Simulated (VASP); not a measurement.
Runs of VASP 6.6.1 on HfBF. The structure is that of space group P4_2/mmc (No. 131), or close to it. The cells are those of the table. The cell was generated, and may not be a known phase.

| task | cell | k mesh | cutoff (eV) | gap on the mesh (eV) | pressure (GPa) | relaxed volume (Å³/atom) |
| --- | --- | --- | --- | --- | --- | --- |
| single point | a = 3.781, b = 3.781, c = 6.136 Å, 6 atoms | 6 × 6 × 4 | 520 | none | -0.4 | - |
| single point | a = 3.782, b = 3.782, c = 6.123 Å, 6 atoms | 10 × 10 × 6 | 520 | none | (a) | - |
| relaxation of cell and atoms | relaxed from a = 3.355, b = 3.355, c = 6.414 Å, 6 atoms | 6 × 6 × 4 | 600 | none | 0.0 | (b) |
| single point | a = 3.355, b = 3.355, c = 6.414 Å, 6 atoms | 6 × 6 × 4 | 520 | none | 28.9 | - |
| relaxation of cell and atoms | relaxed from a = 3.781, b = 3.781, c = 6.136 Å, 6 atoms | 10 × 10 × 6 | 600 | none | 0.0 | 14.52 |

Alike in all rows: level PBE; potentials or basis VASP PAW PBE potentials, release 64 (Hf_pv, B, F); no spin polarisation; smearing gaussian 0.1 eV.

Question: Fill in the values left out.

Answer: (a) -0.5; (b) 14.54.

Caveats: spin-orbit coupling is left out, which moves the levels of the heavy elements; the volume moved by over 15 % at a fixed basis, so the end points are rough (at least some runs); the stress differs along the axes, from 11 to 38 GPa (at least some runs).

A k mesh can miss the band edges, and the runs leave out spin-orbit coupling on Hf.

A gap of «none» marks levels without a gap at the run's occupations.
